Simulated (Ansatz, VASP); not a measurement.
Nb: VASP beside Ansatz

INCAR

```
SYSTEM = Nb
PREC = Accurate
ENCUT = 520
EDIFF = 1E-6
ISMEAR = 0
SIGMA = 0.15
LREAL = .FALSE.
LASPH = .TRUE.
NELM = 80
ALGO = Fast
ISIF = 2
LWAVE = .FALSE.
LCHARG = .FALSE.
GGA = PS
NBANDS = 12
```

The input KPOINTS:

```
regular mesh
0
G
  20 20 20
  0 0 0
```

The input POSCAR:

```
Nb
1.0
   -1.6639500000      1.6639500000      1.8303450000
    1.6639500000     -1.6639500000      1.8303450000
    1.6639500000      1.6639500000     -1.8303450000
Nb
1
Direct
    0.0000000000      0.0000000000      0.0000000000
```

Input for Ansatz:

```yaml
crystal:
  lattice:
    - [-1.66395, 1.66395, 1.830345]
    - [1.66395, -1.66395, 1.830345]
    - [1.66395, 1.66395, -1.830345]
  atoms:
    - { symbol: Nb, position: [0.0, 0.0, 0.0] }
basis:
  ecutwfc: 420
kpoints:
  mp_grid: { grid: [20, 20, 20] }
hamiltonian:
  xc: pbesol
scf:
  occupations: { method: gaussian, width: 0.15 }
output:
  forces: true
  stress: true
  eigenvalues: true
```

Change from the starting cell: strain +0.1000 x Voigt [0, 0, 1, 0, 0, 0], atoms carried along.

Alike in both runs: task single point; functional PBEsol; k mesh 20 × 20 × 20; occupations gaussian, width 0.15 eV; no spin polarisation.

```csv
,VASP,Ansatz
version,VASP 6.6.1,Ansatz 0.2.0
potentials or method,"VASP PAW PBE potentials, release 64 (Nb_sv), cutoff 520 eV","scalar-relativistic, plane waves, PAW"
valence electrons in the cell,13,13
```

```csv
,VASP,Ansatz,Ansatz less VASP
gap on the k mesh at the Fermi level (eV),none,none,-
pressure (GPa),-19.9,-19.7,+0.23
"traceless stress, the component that is largest in VASP (GPa)",-5.27,-5.30,-0.027
```

VASP's potentials were made for PBE, not for PBEsol. A gap of «none» marks a metal or a gap that the smearing closes.
